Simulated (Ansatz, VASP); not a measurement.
# Rh: VASP beside Ansatz

Contents of INCAR:

```
ALGO = Fast
EDIFF = 1E-7
ENCUT = 520
GGA = CA
ISIF = 2
ISMEAR = 0
LASPH = T
LCHARG = F
LREAL = F
LWAVE = F
NBANDS = 22
NELM = 60
PREC = Accurate
SIGMA = 0.15
```

The input KPOINTS:

```
k-points
0
Gamma
  24 24 12
```

File POSCAR:

```
Rh
1.0
    2.5699496729      0.0000000000      0.0000000000
   -1.2849748364      2.2256417031      0.0000000000
    0.0000000000      0.0000000000      5.0008412430
Rh
2
Direct
    0.6666666667      0.3333333333      0.7500000000
    0.3333333333      0.6666666667      0.2500000000
```

Input for Ansatz:

```yaml
crystal:
  lattice:
    - [2.5699496729, 0.0, 0.0]
    - [-1.2849748364, 2.2256417031, 0.0]
    - [0.0, 0.0, 5.000841243]
  atoms:
    - { symbol: Rh, position: [0.6666666667, 0.3333333333, 0.75] }
    - { symbol: Rh, position: [0.3333333333, 0.6666666667, 0.25] }
basis:
  ecutwfc: 420
kpoints:
  mp_grid: { grid: [24, 24, 12] }
hamiltonian:
  xc: lda
scf:
  occupations: { method: gaussian, width: 0.15 }
output:
  forces: true
  stress: true
  eigenvalues: true
```

Alike in both runs: task single point; functional LDA; k mesh 24 × 24 × 12; occupations gaussian, width 0.15 eV; no spin polarisation.

```csv
,VASP,Ansatz
version,VASP 6.6.1,Ansatz 0.2.0
potentials or method,"VASP PAW LDA potentials, release 64 (Rh_pv), cutoff 520 eV","scalar-relativistic, plane waves, PAW"
valence electrons in the cell,30,34
```

|  | VASP | Ansatz | Ansatz less VASP |
| --- | --- | --- | --- |
| gap on the k mesh at the Fermi level (eV) | none | none | - |
| pressure (GPa) | -8.5 | -9.3 | -0.79 |
| traceless stress, the component that is largest in VASP (GPa) | -31.09 | -30.82 | +0.270 |

LDA's correlation is that of Perdew and Zunger in VASP and of Perdew and Wang (1992) in Ansatz. A gap of «none» marks a metal or a gap that the smearing closes. VASP's potentials hold 30 valence electrons a cell and Ansatz's 34, so a difference there can come from the potentials and not from the codes.
